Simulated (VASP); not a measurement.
Crystal: NiO.

```xyz
2
Lattice="2.9499 0.0000 0.0000 1.4750 2.5547 0.0000 1.4750 0.8516 2.4086" Properties=species:S:1:pos:R:3 pbc="T T T"
Ni    0.0000    0.0000    0.0000
O     2.9499    1.7031    1.2043
```

Base run:

| Item | Value |
| --- | --- |
| Program | VASP 6.6.1 |
| Functional | PBE |
| Potentials or basis | VASP PAW PBE potentials, release 64 (Ni, O) |
| Cutoff | 600 eV |
| k mesh | 12 × 12 × 12 |
| Occupations | fermi-dirac, width 0.1 eV |
| Spin | collinear spin, ferromagnetic start |
| Starting moments | [0.84, 0.11] μB |
| Fixed moment | 0.9 μB |

Its results: pressure 0.0 GPa; site moments Ni +0.78; O +0.10 μB.

The run is repeated on the same cell with these changes: fixed moment from 0.9 μB to 0.3 μB; moments at the start from [0.84, 0.11] to [0.28, 0.03]. What comes out?

Pressure -1.5 GPa; site moments Ni +0.26; O +0.03 μB.

Caveats: the total moment is fixed, so each spin has its own Fermi level; a cell with one magnetic atom can't hold antiferromagnetic order, which such compounds often take (some runs).
